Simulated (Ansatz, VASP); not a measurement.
One calculation of YN, two programs

The input POSCAR:

```
YN
1.0
    0.0000000000      2.4480479762      2.4480479762
    2.4480479762      0.0000000000      2.4480479762
    2.4480479762      2.4480479762      0.0000000000
Y N
1 1
Direct
    0.0000000000      0.0000000000      0.0000000000
    0.5000000000      0.5000000000      0.5000000000
```

File INCAR.step1:

```
PREC     = Accurate       # precision mode
ENCUT    = 520            # plane-wave cutoff, eV
EDIFF    = 1E-5           # SCF threshold, eV
ISMEAR   = 0              # smearing method
SIGMA    = 0.01           # smearing width, eV
LREAL    = F              # projectors in reciprocal space
LASPH    = T              # aspherical terms in the spheres
NELM     = 120            # most SCF steps
ALGO     = Normal         # electronic algorithm
ISIF     = 2              # what is computed and relaxed
LWAVE    = T              # write WAVECAR
LCHARG   = F              # write CHGCAR
NBANDS   = 15             # bands
GGA      = PE             # functional
GGA_COMPAT= F
```

The input INCAR.step2:

```
PREC     = Accurate       # precision mode
ENCUT    = 520            # plane-wave cutoff, eV
EDIFF    = 1E-6           # SCF threshold, eV
ISMEAR   = 0              # smearing method
SIGMA    = 0.01           # smearing width, eV
LREAL    = F              # projectors in reciprocal space
LASPH    = T              # aspherical terms in the spheres
NELM     = 120            # most SCF steps
ALGO     = Normal         # electronic algorithm
ISIF     = 2              # what is computed and relaxed
LWAVE    = F              # write WAVECAR
LCHARG   = F              # write CHGCAR
GGA      = PE             # functional
LHFCALC  = T              # exact exchange
HFSCREEN = 0.2079         # screening, 1/A
PRECFOCK = Normal       
NBANDS   = 15             # bands
ISTART   = 1            
GGA_COMPAT= F
```

Contents of KPOINTS:

```
regular mesh
0
Gamma
  6 6 6
```

Input for Ansatz:

```yaml
crystal:
  lattice:
    - [0.0, 2.4480479762, 2.4480479762]
    - [2.4480479762, 0.0, 2.4480479762]
    - [2.4480479762, 2.4480479762, 0.0]
  atoms:
    - { symbol: "Y", position: [0.0, 0.0, 0.0] }
    - { symbol: "N", position: [0.5, 0.5, 0.5] }
kpoints:
  mp_grid: { grid: [6, 6, 6] }
  band_path:
    path:
      - [0.0, 0.0, 0.0]
      - [0.5, 0.0, 0.5]
      - [0.625, 0.25, 0.625]
      - [0.375, 0.375, 0.75]
      - [0.5, 0.5, 0.5]
      - [0.5, 0.25, 0.75]
      - [0.0, 0.5, 0.5]
    npoints: 1
hamiltonian:
  xc: hse06
scf:
  occupations: { method: fixed }
  n_extra_bands: 4
output:
  forces: true
  stress: true
  eigenvalues: true
```

Alike in both runs: task single point; functional HSE06; k mesh 6 × 6 × 6; no spin polarisation.

|  | VASP | Ansatz |
| --- | --- | --- |
| version | VASP 6.6.1 | Ansatz 0.2.0 |
| potentials or method | VASP PAW PBE potentials, release 64 (Y_sv, N) | plane waves, PAW |
| plane-wave cutoff (eV) | 520 | 420 |
| occupations | gaussian, width 0.01 eV | fixed |
| valence electrons in the cell | 16 | 16 |

Ansatz gave:

* gap on the k mesh at the Fermi level (eV): 1.09
* pressure (GPa): -1.4

Q: Which values does VASP return?

A: gap on the k mesh at the Fermi level (eV): 1.09; pressure (GPa): -1.8.

Ansatz's warnings: stress exchange threshold loose, stress scf threshold loose.
